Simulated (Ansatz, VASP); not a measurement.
**ZnS in VASP and in Ansatz**

```
Zn S
1.0
     3.84556    0.00000    0.00000
    -1.92278    3.33035    0.00000
     0.00000    0.00000    6.30372
Zn S
2 2
Direct
  0.33333 0.66667 0.00520
  0.66667 0.33333 0.50520
  0.33333 0.66667 0.36659
  0.66667 0.33333 0.86659
```

Alike in both runs: task single point; functional PBE; k mesh 9 × 9 × 4; occupations gaussian, width 0.05 eV; no spin polarisation.

```csv
,VASP,Ansatz
version,VASP 6.6.1,Ansatz 0.2.0
potentials or method,"VASP PAW PBE potentials, release 64 (Zn, S), cutoff 520 eV","scalar-relativistic, plane waves, PAW"
valence electrons in the cell,36,36
```

|  | VASP | Ansatz | Ansatz less VASP |
| --- | --- | --- | --- |
| gap on the k mesh at the Fermi level (eV) | 2.04 | 2.03 | -0.003 |
| least direct gap on the mesh (eV) | 2.04 | 2.03 | -0.003 |
| pressure (GPa) | 0.3 | 0.2 | -0.15 |
| traceless stress, the component that is largest in VASP (GPa) | 2.29 | 2.27 | -0.029 |
| rms of the force components (eV/Å) | 0.306 | 0.305 | -0.0017 |

Atom by atom the forces differ by 0.002 eV/Å (rms over components).
